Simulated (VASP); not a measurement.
Sc:

```xyz
2
Lattice="3.3090 0.0000 0.0000 -1.6545 2.8657 0.0000 0.0000 0.0000 5.2733" Properties=species:S:1:pos:R:3 pbc="T T T"
Sc    1.6545    0.9552    3.9550
Sc    0.0000    1.9105    1.3183
```

Program: VASP 6.6.1. Alike in all runs: task single point; cell as given.

**Question.** Order these runs on this cell by their pressure, lowest first.
A. level pbe exchange, lyp correlation; potentials or basis VASP PAW PBE potentials, release 64 (Sc_sv); spin non-collinear, typed start; k mesh 7 × 7 × 4; cutoff (eV) 500; smearing fermi-dirac 0.01 eV
B. level PBEsol; potentials or basis VASP PAW PBE potentials, release 64 (Sc_sv); spin off; k mesh 9 × 9 × 5; cutoff (eV) 520; smearing gaussian 0.02 eV
C. level LDA; potentials or basis VASP PAW LDA potentials, release 64 (Sc_sv); spin off; k mesh 9 × 9 × 5; cutoff (eV) 520; smearing gaussian 0.05 eV

**Answer.** C (-5.3 GPa), B (-2.8 GPa), A (0.0 GPa).

Caveats: the PAW data sets were made with another functional, which shifts forces and pressure a little (at least some runs); the cell stands under tension (at least some runs).
